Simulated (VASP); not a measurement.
A run of VASP 6.6.1 is set up as follows.

File INCAR:

```
PREC = Accurate
ENCUT = 600
EDIFF = 1E-6
ISMEAR = 0
SIGMA = 0.1
LREAL = F
LASPH = T
NELM = 200
ALGO = Normal
ISIF = 2
LWAVE = F
LCHARG = T
GGA = PE
LELF = T
LVHAR = T
NBANDS = 32
GGA_COMPAT = F
LMAXMIX = 6
```

KPOINTS

```
Automatic mesh
0
Gamma
  4 4 4
```

The input POSCAR:

```
PrBOs4
1.0
    4.3343079600      0.0000000000      0.0000000000
    0.0000000000      4.3343079600      0.0000000000
    0.0000000000      0.0000000000      6.1852756700
Pr B Os
1 1 4
Direct
    0.5000000000      0.5000000000      0.5000000000
    0.0000000000      0.0000000000      0.0000000000
    0.5000000000      0.0000000000      0.7628759100
    0.0000000000      0.5000000000      0.2371240900
    0.5000000000      0.0000000000      0.2371240900
    0.0000000000      0.5000000000      0.7628759100
```

Potentials or basis: VASP PAW PBE potentials, release 64 (Pr_3, B, Os), 4f in core.

Command:

```bash
$ cat potpaw_PBE.64/Pr_3/POTCAR potpaw_PBE.64/B/POTCAR potpaw_PBE.64/Os/POTCAR > POTCAR
$ mpirun -np 1 vasp_std > vasp.out
```

Task: Predict the largest force.

Result: 3.653 eV/Å.

Task: Predict the pressure.

Result: -16.4 GPa.

Task: Predict the band gap on the k mesh.

Result: Zero (bands 23 and 24 overlap by 1.35 eV).

Stress tensor (GPa, compression positive):
```
-17.28   0.00   0.00
  0.00 -17.28   0.00
  0.00   0.00 -14.74
```

Caveat: the k points lie up to 0.36 Å⁻¹ apart, too coarse for converged energies and pressures of a metal; spin-orbit coupling is left out, which moves the levels of the heavy elements; the 4f electrons are frozen in the core, so they carry no moment and show no levels; forces of over 1 eV/Å act on the atoms, so gaps and moduli don't describe the material at rest. Spin polarisation is off, so any magnetic state and its effect on volume and gap are missing.
